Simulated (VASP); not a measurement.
Wanted: the native input for a VASP 6.6.1 run.

| Item | Value |
| --- | --- |
| Task | single point |
| Functional | RPBE |
| Potentials or basis | VASP PAW PBE potentials, release 64 (Mg, O) |
| Cutoff | 600 eV |
| k mesh | 10 × 10 × 10 |
| Occupations | gaussian, width 0.02 eV |
| Spin | no spin polarisation |
| Dipole correction | no |
| Further INCAR settings | ALGO = Normal; EDIFF = 1e-06; NBANDS = 11 |

The structure of MgO lies in POSCAR:

```
MgO
1.0
    0.0000000000      2.1494055505      2.1494055505
    2.1494055505      0.0000000000      2.1494055505
    2.1494055505      2.1494055505      0.0000000000
Mg O
1 1
Direct
    0.0000000000      0.0000000000      0.0000000000
    0.5000000000      0.5000000000      0.5000000000
```

These files were run (other wordings do the same):

INCAR

```
SYSTEM = MgO
PREC = Accurate
ENCUT = 600
EDIFF = 1E-6
ISMEAR = 0
SIGMA = 0.02
LREAL = .FALSE.
LASPH = .TRUE.
NELM = 120
ALGO = Normal
ISIF = 2
LWAVE = .FALSE.
LCHARG = .FALSE.
GGA = RP
NBANDS = 11
GGA_COMPAT = .FALSE.
```

KPOINTS

```
Automatic mesh
0
G
  10 10 10
  0 0 0
```

Potentials or basis: VASP PAW PBE potentials, release 64 (Mg, O).

The run is started by

```sh
$ cat potpaw_PBE.64/Mg/POTCAR potpaw_PBE.64/O/POTCAR > POTCAR
$ mpirun -np 1 vasp_std > vasp.out
```

Results of the run:

* Pressure: -1.2 GPa
* Band gap on the k mesh: 4.26 eV

Caveat: the PAW data sets were made with another functional, which shifts forces and pressure a little.

It took 4.1 s on 1 thread of Intel(R) Xeon(R) 6975P-C (Granite Rapids), with other jobs on the host, peak memory 0.14 GiB.
